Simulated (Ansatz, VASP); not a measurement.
# Two plane-wave programs on GdN

```
Gd N
1.0
     0.00000    2.45297    2.45297
     2.45297    0.00000    2.45297
     2.45297    2.45297    0.00000
Gd N
1 1
Direct
  0.00000 0.00000 0.00000
  0.50000 0.50000 0.50000
```

Alike in both runs: task single point; functional r2SCAN; k mesh 12 × 12 × 12; occupations gaussian, width 0.05 eV; collinear spin.

|  | VASP | Ansatz |
| --- | --- | --- |
| version | VASP 6.6.1 | Ansatz 0.2.0 |
| potentials or method | VASP PAW PBE potentials, release 64 (Gd, N), cutoff 520 eV | scalar-relativistic, plane waves, PAW |
| valence electrons in the cell | 23 | 23 |

Ansatz gave:

```
gap on the k mesh at the Fermi level (eV)                     : none
pressure (GPa)                                                : 7.1
net moment per atom (μB)                                      : 3.50
size of the moment on the site where the two differ most (μB) : 6.91
```

Question: Which values does VASP return?

Answer: gap on the k mesh at the Fermi level (eV): none; pressure (GPa): 7.1; net moment per atom (μB): 3.50; size of the moment on the site where the two differ most (μB): 6.79.

VASP's potentials were made for PBE, not for r2SCAN. Site moments also hang on the region over which each program counts them. A gap of «none» marks a metal or a gap that the smearing closes. The functional is the same, so the differences come from potentials, cutoffs and numerics. Ansatz's warnings: stability check not made.

Neither program's run includes spin-orbit coupling.
